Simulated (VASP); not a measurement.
A run of VASP 6.6.1 is set up as follows.

INCAR

```
SYSTEM = Ru
PREC = Accurate
ENCUT = 600
EDIFF = 1E-7
ISMEAR = -1
SIGMA = 0.02
LREAL = .FALSE.
LASPH = .TRUE.
NELM = 80
ALGO = Normal
ISIF = 3
LWAVE = .FALSE.
LCHARG = .FALSE.
GGA = PS
IBRION = 2
NSW = 80
EDIFFG = -0.01
```

File KPOINTS:

```
Automatic mesh
0
G
  9 9 5
  0 0 0
```

The input POSCAR:

```
Ru
1.0
    2.7058000000      0.0000000000      0.0000000000
   -1.3529000000      2.3432915376      0.0000000000
    0.0000000000      0.0000000000      4.2819000000
Ru
2
Direct
    0.3333333333      0.6666666667      0.2500000000
    0.6666666667      0.3333333333      0.7500000000
```

Potentials or basis: VASP PAW PBE potentials, release 64 (Ru_pv).

Command:

```console
$ cat potpaw_PBE.64/Ru_pv/POTCAR > POTCAR
$ mpirun -np 1 vasp_std > vasp.out
```

Question: What does it give for the relaxed volume?

Answer: 13.31 Å³/atom.

Question: What does it give for the space group after relaxing (to 0.1 Å)?

Answer: P6_3/mmc (No. 194).

Final structure:
```
Ru
1.0
     2.68644    0.00000    0.00000
    -1.34322    2.32653    0.00000
     0.00000    0.00000    4.25827
Ru
2
Direct
  0.33333 0.66667 0.25000
  0.66667 0.33333 0.75000
```

Caveat: the PAW data sets were made with another functional, which shifts forces and pressure a little.
